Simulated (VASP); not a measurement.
**SiO2: relaxation of cell and atoms with r2SCAN+D4**

The system is SiO2.

```
CELL_PARAMETERS angstrom
4.17730 0.00000 0.00000
0.00000 4.17730 0.00000
0.00000 0.00000 2.66520
ATOMIC_POSITIONS crystal
Si 0.00000 0.00000 0.00000
Si 0.50000 0.50000 0.50000
O 0.30590 0.30590 0.00000
O 0.19410 0.80590 0.50000
O 0.69410 0.69410 0.00000
O 0.80590 0.19410 0.50000
```

```
Program                : VASP 6.6.1
Task                   : relaxation of cell and atoms
Functional             : r2SCAN
Dispersion             : D4
Potentials or basis    : VASP PAW PBE potentials, release 64 (Si, O)
Cutoff                 : 600 eV
k mesh                 : 6 × 6 × 8
Occupations            : fermi-dirac, width 0.02 eV
Spin                   : no spin polarisation
Dipole correction      : no
Further INCAR settings : ALGO = Normal; EDIFF = 1e-07; IBRION = 2; EDIFFG = -0.01; NSW = 80; ISIF = 3
```

```json
{
 "Relaxed volume": "7.74 Å³/atom",
 "Relaxed cell": "a = 4.171 Å, b = 4.171 Å, c = 2.669 Å, α = 90.00°, β = 90.00°, γ = 90.00°",
 "Space group after relaxing (to 0.1 Å)": "P4_2/mnm (No. 136)",
 "Energy gained by relaxing": "0.1 meV/atom",
 "Ionic steps": "5",
 "Pressure after relaxing": "0.0 GPa",
 "Band gap on the k mesh": "6.61 eV",
 "Dispersion energy per atom": "-0.107 eV"
}
```

The path:
| step | energy change (eV) | largest force (eV/Å) | pressure (GPa) | volume (Å³) |
| --- | --- | --- | --- | --- |
| 1 | 0.0000 | 0.0183 | -0.33 | 46.51 |
| 2 | -0.0004 | 0.0219 | 0.25 | 46.40 |
| 3 | -0.0004 | 0.0213 | 0.22 | 46.40 |
| 4 | -0.0004 | 0.0209 | -0.28 | 46.45 |
| 5 | -0.0005 | 0.0014 | -0.02 | 46.43 |

Final structure:
```yaml
crystal:
  lattice:
    - [4.17073, 0.00000, 0.00000]
    - [0.00000, 4.17073, 0.00000]
    - [0.00000, 0.00000, 2.66896]
  atoms:
    - { symbol: Si, position: [0.00000, 0.00000, 0.00000] }
    - { symbol: Si, position: [0.50000, 0.50000, 0.50000] }
    - { symbol: O, position: [0.30566, 0.30566, 0.00000] }
    - { symbol: O, position: [0.19434, 0.80566, 0.50000] }
    - { symbol: O, position: [0.69434, 0.69434, 0.00000] }
    - { symbol: O, position: [0.80566, 0.19434, 0.50000] }
```

Levels at points of the mesh, in eV from the valence-band top:
```csv
k point,band 13,band 14,band 15,band 16,band 17,band 18,band 19,band 20
"(0.00, 0.00, 0.00)",-2.52,-0.89,-0.89,0.00,6.61,7.62,9.47,9.47
"(0.50, 0.00, 0.00)",-2.74,-2.74,-1.08,-1.08,8.76,8.76,10.06,10.06
"(0.50, 0.50, 0.00)",-2.73,-2.73,-2.34,-2.34,8.46,8.46,11.08,11.08
"(0.00, 0.00, 0.50)",-3.16,-3.16,-2.73,-2.73,10.23,10.23,13.80,13.80
"(0.50, 0.00, 0.50)",-2.32,-2.32,-1.82,-1.82,9.87,9.87,10.99,10.99
"(0.50, 0.50, 0.50)",-1.78,-1.78,-1.62,-1.62,8.22,8.22,12.09,12.09
```

Run time: 4.5 min on 1 thread of Intel(R) Xeon(R) 6975P-C (Granite Rapids), with other jobs on the host, peak memory 0.2 GiB.

Caveat: the PAW data sets were made with another functional, which shifts forces and pressure a little. r2SCAN opens gaps a little over a GGA but as a rule still falls short of measured ones.
